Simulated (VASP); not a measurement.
# V (Im-3m) in VASP: notebook

The runs below take V through single point, with r2SCAN, PBE.

Everything below comes from runs of VASP 6.6.1. Logs are shortened: lines on timing, memory, paths and dates and some standing lists are left out, and cuts for length are marked.

## Step 1: The cell of the first run

Symmetry: Im-3m, No. 229, cubic system. Conventional cell: a = 3.036 Å, b = 3.036 Å, c = 3.036 Å, α = 90.00°, β = 90.00°, γ = 90.00°. Within 3.5 Å of V (site symmetry m-3m) lie 14 V at 2.63 to 3.04 Å.

## Step 2: Single point, r2SCAN

Contents of POSCAR:

```
V
1.0
   -1.5182395338      1.5182395338      1.5182395338
    1.5182395338     -1.5182395338      1.5182395338
    1.5182395338      1.5182395338     -1.5182395338
V
1
Direct
    0.0000000000      0.0000000000      0.0000000000
```

Contents of INCAR.step1:

```
PREC = Accurate ; ENCUT = 520
ISMEAR = -1 ; SIGMA = 0.1
LREAL = False ; LASPH = True
NELM = 80 ; NBANDS = 12
GGA = PE ; ALGO = Normal
EDIFF = 1E-4 ; LWAVE = True
LCHARG = False
```

Contents of INCAR.step2:

```
PREC = Accurate ; ENCUT = 520
EDIFF = 1E-6 ; ISMEAR = -1
SIGMA = 0.1 ; LREAL = False
LASPH = True ; NELM = 80
ALGO = Normal ; ISIF = 2
LWAVE = False ; LCHARG = False
METAGGA = R2SCAN ; LMIXTAU = True
NBANDS = 12 ; ISTART = 1
```

Contents of KPOINTS:

```
Automatic mesh
0
Gamma
  16 16 16
```

Potentials or basis: VASP PAW PBE potentials, release 64 (V_sv).

Started as:

```
$ cat potpaw_PBE.64/V_sv/POTCAR > POTCAR
$ cp INCAR.step1 INCAR
$ mpirun -np 1 vasp_std > vasp.out
$ cp INCAR.step2 INCAR
$ mpirun -np 1 vasp_std > vasp.out
```

OUTCAR:

```text
PREC = Accurate
   ENCUT = 520
   EDIFF = 1E-6
   ISMEAR = -1
   LREAL = False
   LASPH = True
   NELM = 80
   ISIF = 2
   METAGGA = R2SCAN
   ISTART = 1

 ion  position               nearest neighbor table
   1  0.000  0.000  0.000-

  LATTYP: Found a body centered cubic cell.
 ALAT       =     3.0364790676

  Lattice vectors:

 A1 = (  -1.5182395338,   1.5182395338,   1.5182395338)
 A2 = (   1.5182395338,  -1.5182395338,   1.5182395338)
 A3 = (   1.5182395338,   1.5182395338,  -1.5182395338)

Analysis of symmetry for initial positions (statically):
=====================================================================
 Subroutine PRICEL returns:
 Original cell was already a primitive cell.

 Routine SETGRP: Setting up the symmetry group for a
 body centered cubic supercell.

 Subroutine GETGRP returns: Found 48 space group operations
 (whereof 48 operations were pure point group operations)
 out of a pool of 48 trial point group operations.

The static configuration has the point symmetry O_h .

Analysis of symmetry for dynamics (positions and initial velocities):
=====================================================================
 Subroutine PRICEL returns:
 Original cell was already a primitive cell.

 Routine SETGRP: Setting up the symmetry group for a
 body centered cubic supercell.

 Subroutine GETGRP returns: Found 48 space group operations
 (whereof 48 operations were pure point group operations)
 out of a pool of 48 trial point group operations.

The dynamic configuration has the point symmetry O_h .

 Subroutine INISYM returns: Found 48 space group operations
 (whereof 48 operations are pure point group operations),
 and found     1 'primitive' translations

----------------------------------------------------------------------------------------

                                     Primitive cell

  volume of cell :      13.9985

  direct lattice vectors                    reciprocal lattice vectors
    -1.518239534  1.518239534  1.518239534     0.000000000  0.329328798  0.329328798
     1.518239534 -1.518239534  1.518239534     0.329328798  0.000000000  0.329328798
     1.518239534  1.518239534 -1.518239534     0.329328798  0.329328798  0.000000000

  length of vectors
     2.629668011  2.629668011  2.629668011     0.465741252  0.465741252  0.465741252

  position of ions in fractional coordinates (direct lattice)
[... 75 lines left out ...]
   ENCUT  =  520.0 eV  38.22 Ry    6.18 a.u.   4.89  4.89  4.89*2*pi/ulx,y,z
   NELM   =     80;   NELMIN=  2; NELMDL=  0     # of ELM steps
   EDIFF  = 0.1E-05   stopping-criterion for ELM
   LREAL  =      F    real-space projection
[... 7 lines left out ...]
   TEBEG  =    0.0;   TEEND  =   0.0 temperature during run
   PSTRESS=    0.0 pullay stress
   NELECT =      13.0000    total number of electrons
   NUPDOWN=      -1.0000    fix difference up-down
   EMIN   =  10.00;   EMAX   =-10.00  energy-range for DOS
   EFERMI =   0.00;   METHOD = LEGACY
   ISMEAR =    -1;   SIGMA  =   0.10  broadening in eV -4-tet -1-fermi 0-gaus
   EFERMI_NEDOS =   21; number of points for ismear=-14 and -15
   IALGO  =     38    algorithm
   IMIX   =      4    mixing-type and parameters
     AMIX     =   0.40;   BMIX     =  1.00
     AMIX_MAG =   1.60;   BMIX_MAG =  1.00
  volume/ion in A,a.u.               =      14.00        94.47
  Fermi-wavevector in a.u.,A,eV,Ry     =   1.597211  3.018291 34.709596  2.551083
  Thomas-Fermi vector in A             =   2.694853
   LORBIT       =      0    0 simple, 1 ext, 2 COOP (PROOUT), +10 PAW based schemes
   METAGGA = R2SCAN    functional components
   LHFCALC =     F    Hartree Fock is set to
   AEXX    =    0.0000 exact exchange contribution
   IVDW    =     0    specifies the selected vdW correction
   LEPSILON=     F    determine dielectric tensor
   LRPA    =     F    only Hartree local field effects (RPA)
 non-spin polarized calculation
  energy-cutoff  :      520.00
  volume of cell :       14.00
 maximum number of plane-waves:       387
   NGX =  9   NGY =  9   NGZ =  9

 number of electron      12.9999999 magnetization

 Free energy of the ion-electron system (eV)
  ---------------------------------------------------
  ext. energy  EPLUGINS =         0.00000000
  ---------------------------------------------------
  free energy    TOTEN  =       -14.13752587 eV

  energy without entropy =      -14.08094690  energy(sigma->0) =      -14.10923638

 E-fermi :   9.2047     XC(G=0): -13.8343

 val. band max:        9.2024572170   @ k =   0.1875   0.0625   0.0000
 cond. band min:       9.2334680661   @ k =  -0.1875   0.1875   0.0625
 fundamental gap:      0.0310108491
 Fermi energy:         9.2047108901

 k-point     1 :       0.0000    0.0000    0.0000
  band No.  band energies     occupation
      1     -57.1835      2.00000
      2     -29.3938      2.00000
      3     -29.3937      2.00000
      4     -29.3937      2.00000
      5       2.2151      2.00000
      6       9.6591      0.02103
      7       9.6592      0.02102
      8       9.6592      0.02102
      9      11.7473      0.00000
     10      11.7473      0.00000
     11      30.1298      0.00000
     12      30.1298      0.00000
[... 331 lines left out ...]
 k-point    24 :       0.2500    0.1875   -0.0000
  band No.  band energies     occupation
      1     -57.0267      2.00000
      2     -30.0408      2.00000
      3     -29.6550      2.00000
      4     -29.4629      2.00000
      5       6.3359      2.00000
      6       8.2530      1.99985
      7       8.7055      1.98651
      8      11.3654      0.00000
      9      12.1482      0.00000
     10      13.4097      0.00000
     11      22.6202      0.00000
     12      24.0246      0.00000

 [... further k-points ...]

------------------------ aborting loop because EDIFF is reached ----------------------------------------

  FORCE on cell =-STRESS in cart. coord.  units (eV):
  Direction    XX          YY          ZZ          XY          YZ          ZX
  --------------------------------------------------------------------------------------
  -------------------------------------------------------------------------------------
  Total       -0.7436460     -0.7436460     -0.7436460      0.0000000      0.0000000     -0.0000000
  in kB      -85.1130060    -85.1130060    -85.1130060      0.0000000      0.0000000     -0.0000000
  external PRESSURE =     -85.1130060 kB  Pullay stress =       0.0000000 kB

 VOLUME and BASIS-vectors are now :
 -----------------------------------------------------------------------------
  energy-cutoff  :      520.00
  volume of cell :       14.00
      direct lattice vectors                 reciprocal lattice vectors
    -1.518239534  1.518239534  1.518239534     0.000000000  0.329328798  0.329328798
     1.518239534 -1.518239534  1.518239534     0.329328798  0.000000000  0.329328798
     1.518239534  1.518239534 -1.518239534     0.329328798  0.329328798  0.000000000

 POSITION                                       TOTAL-FORCE (eV/Angst)
 -----------------------------------------------------------------------------------
      0.00000      0.00000      0.00000        -0.000000     -0.000000      0.000000
 -----------------------------------------------------------------------------------
    total drift:                                0.000000     -0.000000      0.000000

  FREE ENERGIE OF THE ION-ELECTRON SYSTEM (eV)
  ---------------------------------------------------
  free  energy   TOTEN  =       -14.1375258689 eV

  energy  without entropy=      -14.0809469004  energy(sigma->0) =      -14.10923638
```

OUTCAR.step1:

```text
PREC = Accurate
   ENCUT = 520
   ISMEAR = -1
   LREAL = False
   LASPH = True
   NELM = 80
[... 574 lines left out ...]
 POSITION                                       TOTAL-FORCE (eV/Angst)
 -----------------------------------------------------------------------------------
      0.00000      0.00000      0.00000        -0.000000     -0.000000     -0.000000
 -----------------------------------------------------------------------------------
    total drift:                                0.000000      0.000000      0.000000

  FREE ENERGIE OF THE ION-ELECTRON SYSTEM (eV)
  ---------------------------------------------------
  free  energy   TOTEN  =        -9.0106947529 eV

  energy  without entropy=       -8.9501098233  energy(sigma->0) =       -8.98040229
```

OSZICAR.step1:

```text
N       E                     dE             d eps       ncg     rms          rms(c)
DAV:   1     0.909192320867E+02    0.90919E+02   -0.70558E+03  3508   0.118E+03
DAV:   2    -0.913189543732E+01   -0.10005E+03   -0.97002E+02  3572   0.329E+02
DAV:   3    -0.104619075111E+02   -0.13300E+01   -0.13222E+01  3848   0.441E+01
DAV:   4    -0.104685302620E+02   -0.66228E-02   -0.66226E-02  3780   0.333E+00
DAV:   5    -0.104686091824E+02   -0.78920E-04   -0.78921E-04  3820   0.344E-01    0.174E+01
DAV:   6    -0.903510454007E+01    0.14335E+01   -0.34432E+00  3604   0.304E+01    0.134E+00
DAV:   7    -0.901920381798E+01    0.15901E-01   -0.35491E-02  3616   0.256E+00    0.903E-01
DAV:   8    -0.901064924536E+01    0.85546E-02   -0.44982E-03  3796   0.101E+00    0.911E-02
DAV:   9    -0.901069475292E+01   -0.45508E-04   -0.30948E-04  3516   0.264E-01
   1 F= -.90106948E+01 E0= -.89804023E+01  d E =-.605849E-01
```

Run time: 32 s. Hardware: 1 thread of Intel Xeon 6975P-C (Granite Rapids), shared host; peak memory 0.14 GiB.

Results:

```yaml
Free_energy: -14.1375 eV
Pressure: -8.5 GPa
```

Caveat: the PAW data sets were made with another functional, which shifts forces and pressure a little.

## Step 3: Single point, PBE

This run uses another cell than the first one, of 12.65 Å³/atom, 0.904 times its volume.

Contents of INCAR:

```
  ALGO = Normal
  EDIFF = 1E-6
  ENCUT = 520
  GGA = PE
  ISIF = 2
  ISMEAR = -1
  LASPH = True
  LCHARG = False
  LREAL = False
  LWAVE = False
  NBANDS = 12
  NELM = 60
  PREC = Accurate
  SIGMA = 0.06122561905347299
```

Contents of KPOINTS:

```
k-points
0
Gamma
  51 51 51
```

Contents of POSCAR:

```
V
1.0
   -1.4679292828      1.4679292828      1.4679292828
    1.4679292828     -1.4679292828      1.4679292828
    1.4679292828      1.4679292828     -1.4679292828
V
1
Direct
    0.0000000000      0.0000000000      0.0000000000
```

Potentials or basis: VASP PAW PBE potentials, release 64 (V_sv).

Started as:

```
$ cat potpaw_PBE.64/V_sv/POTCAR > POTCAR
$ mpirun -np 1 vasp_std > vasp.out
```

It took 2.2 min on 1 thread of Intel Xeon 6975P-C (Granite Rapids), shared host; peak memory 0.57 GiB.

The run converged. Its results:

- Free energy: -8.9705 eV
- Pressure: 13.0 GPa

Levels at points of the mesh, in eV from the Fermi level:
```csv
k point,band 3,band 4,band 5,band 6,band 7,band 8,band 9,band 10,band 11,band 12
"(0.00, 0.00, 0.00)",-36.85,-36.85,-6.72,0.42,0.42,0.42,2.59,2.59,20.97,20.97
```

## Step 4: Single point, PBE

This run uses another cell than the first one, of 13.46 Å³/atom, 0.962 times its volume.

Contents of INCAR:

```
SYSTEM = V
ALGO = Normal
EDIFF = 1E-7
ENCUT = 520
GGA = PE
ISIF = 2
ISMEAR = -1
LASPH = .TRUE.
LCHARG = .TRUE.
LELF = .TRUE.
LREAL = .FALSE.
LVHAR = .TRUE.
LWAVE = .FALSE.
NBANDS = 12
NELM = 60
PREC = Accurate
SIGMA = 0.06122561905347299
```

Contents of KPOINTS:

```
k-points
0
G
  51 51 51
  0 0 0
```

Contents of POSCAR:

```
V
1.0
   -1.4985199052      1.4985199052      1.4985199052
    1.4985199052     -1.4985199052      1.4985199052
    1.4985199052      1.4985199052     -1.4985199052
V
1
Direct
    0.0000000000      0.0000000000      0.0000000000
```

Started as:

```
$ cat potpaw_PBE.64/V_sv/POTCAR > POTCAR
$ mpirun -np 1 vasp_std > vasp.out
```

Wall time 11 min (1 thread of Oxide Virtual Turin-like, shared host); peak memory 0.54 GiB.

It converged, with:

```yaml
Free_energy: -9.0028 eV
Pressure: 0.3 GPa
```

Levels at points of the mesh, in eV from the Fermi level:
```tsv
k point	band 3	band 4	band 5	band 6	band 7	band 8	band 9	band 10	band 11	band 12
(0.00, 0.00, 0.00)	-37.02	-37.02	-6.59	0.41	0.41	0.41	2.42	2.42	20.49	20.49
```

## Step 5: Single point, PBE

This run uses another cell than the first one, of 13.73 Å³/atom, 0.981 times its volume.

Contents of INCAR:

```
SYSTEM = V
PREC     = Accurate       ! precision mode
ENCUT    = 520            ! plane-wave cutoff, eV
EDIFF    = 1E-7           ! SCF threshold, eV
ISMEAR   = -1             ! smearing method
SIGMA    = 0.06122561905347299 ! smearing width, eV
LREAL    = .False.        ! projectors in reciprocal space
LASPH    = .True.         ! aspherical terms in the spheres
NELM     = 60             ! most SCF steps
ALGO     = Normal         ! electronic algorithm
ISIF     = 2              ! what is computed and relaxed
LWAVE    = .False.        ! write WAVECAR
LCHARG   = .False.        ! write CHGCAR
GGA      = PE             ! functional
NBANDS   = 12             ! bands
```

Contents of KPOINTS:

```
regular mesh
0
Gamma
  51 51 51
  0 0 0
```

Contents of POSCAR:

```
V
1.0
   -1.5084441673      1.5084441673      1.5084441673
    1.5084441673     -1.5084441673      1.5084441673
    1.5084441673      1.5084441673     -1.5084441673
V
1
Direct
    0.0000000000      0.0000000000      0.0000000000
```

Started as:

```
$ cat potpaw_PBE.64/V_sv/POTCAR > POTCAR
$ mpirun -np 1 vasp_std > vasp.out
```

Wall time 10 min (1 thread of Oxide Virtual Turin-like, shared host); peak memory 0.55 GiB.

Results (log left out):

* Free energy: -9.0004 eV
* Pressure: -3.2 GPa

Levels at points of the mesh, in eV from the Fermi level:
| k point | band 4 | band 5 | band 6 | band 7 | band 8 | band 9 | band 10 | band 11 |
| --- | --- | --- | --- | --- | --- | --- | --- | --- |
| (0.00, 0.00, 0.00) | -37.08 | -6.55 | 0.40 | 0.40 | 0.40 | 2.36 | 2.36 | 20.33 |

## Step 6: Summary

```csv
level,cell,k mesh,smearing,gap on the mesh (eV),pressure (GPa)
r2SCAN,"a = 2.630 Å, angles 109.5°, 1 atom",16 × 16 × 16,fermi-dirac 0.1 eV,none,-8.5
PBE,"a = 2.543 Å, angles 109.5°, 1 atom",51 × 51 × 51,fermi-dirac 0.0612256 eV,none,13.0
PBE,"a = 2.596 Å, angles 109.5°, 1 atom",51 × 51 × 51,fermi-dirac 0.0612256 eV,none,0.3
PBE,"a = 2.613 Å, angles 109.5°, 1 atom",51 × 51 × 51,fermi-dirac 0.0612256 eV,none,-3.2
```

Alike in all rows: task single point; potentials or basis VASP PAW PBE potentials, release 64 (V_sv); no spin polarisation; cutoff (eV) 520.

Caveats: the PAW data sets were made with another functional, which shifts forces and pressure a little (some runs).

Total energies depend on the potentials used, so only differences within one code and one set of settings carry meaning.
